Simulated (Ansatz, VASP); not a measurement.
**BeTe in VASP and in Ansatz**

```xyz
2
Lattice="2.8028 2.8028 0.0000 -2.8028 2.8028 0.0000 0.0000 2.8028 2.8028" Properties=species:S:1:pos:R:3 pbc="T T T"
Be    0.0000    0.0000    0.0000
Te    1.4014    4.2042    1.4014
```

Change from the starting cell: unstrained.

Alike in both runs: task single point; functional PBEsol; k mesh 8 × 8 × 8; non-collinear spin, spin-orbit coupling.

```csv
,VASP,Ansatz
version,VASP 6.6.1,Ansatz 0.2.0
potentials or method,"VASP PAW PBE potentials, release 64 (Be, Te), cutoff 520 eV",all-electron LAPW
occupations,"gaussian, width 0.01 eV",fixed
```

VASP gave:

```
pressure (GPa)           : 0.3
net moment per atom (μB) : 0.00
```

Q: What did Ansatz give for the same quantities?

A: Pressure (GPa): 0.0; net moment per atom (μB): 0.00.

VASP's potentials were made for PBE, not for PBEsol. Ansatz ran all-electron here, and VASP with PAW potentials.
